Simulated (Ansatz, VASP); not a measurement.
Zr in VASP and in Ansatz

```
Zr
1.0
     0.00000    3.14124    3.14124
     3.14124    0.00000    3.14124
     3.14124    3.14124    0.00000
Zr
2
Cartesian
  -0.7853 -0.7853 -0.7853
  0.7853 0.7853 0.7853
```

Change from the starting cell: volume scaled by 1, PAW files.

Alike in both runs: task single point; functional PBE; k mesh 11 × 11 × 11; occupations fermi-dirac, width 0.08 eV; no spin polarisation.

|  | VASP | Ansatz |
| --- | --- | --- |
| version | VASP 6.6.1 | Ansatz 0.2.0 |
| potentials or method | VASP PAW PBE potentials, release 64 (Zr_sv) | PAW with Ansatz's default frozen-core files, scalar-relativistic |
| plane-wave cutoff (eV) | 520 | 420 |
| valence electrons in the cell | 24 | 24 |

|  | VASP | Ansatz | Ansatz less VASP |
| --- | --- | --- | --- |
| pressure (GPa) | 0.1 | 0.0 | -0.08 |
